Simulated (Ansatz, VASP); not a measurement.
**ScBSbP3: VASP beside Ansatz**

```
Sc B Sb P
1.0
     6.45165    0.00000    0.00000
    -3.22582    5.58729    0.00000
     0.00000    0.00000    3.08632
Sc B Sb P
1 1 1 3
Direct
  0.00000 0.00000 0.00000
  0.33333 0.66667 0.00000
  0.66667 0.33333 0.00000
  0.06615 0.53308 0.50000
  0.46692 0.53308 0.50000
  0.46692 0.93385 0.50000
```

Change from the starting cell: species swapped into the YSiBRh3 type (P-6m2, No. 187).

Alike in both runs: functional PBE; k mesh 6 × 6 × 12; occupations gaussian, width 0.1 eV; no spin polarisation.

Ansatz relaxed the structure, and its values are those at the end. VASP's run is a single point on that final structure, the one shown.

|  | VASP | Ansatz |
| --- | --- | --- |
| version | VASP 6.6.1 | Ansatz 0.2.0 |
| potentials or method | VASP PAW PBE potentials, release 64 (Sc_sv, B, Sb, P), cutoff 520 eV | scalar-relativistic, plane waves, PAW |
| valence electrons in the cell | 34 | 44 |

Ansatz gave:

```
gap on the k mesh at the Fermi level (eV) : none
pressure (GPa)                            : 0.0
rms of the force components (eV/Å)        : 0.001
```

Problem. Which values does VASP return?

Solution. gap on the k mesh at the Fermi level (eV): none; pressure (GPa): -0.1; rms of the force components (eV/Å): 0.011.

A gap of «none» marks a metal or a gap that the smearing closes. VASP's potentials hold 34 valence electrons a cell and Ansatz's 44, so a difference there can come from the potentials and not from the codes.

Neither program's run includes spin-orbit coupling.
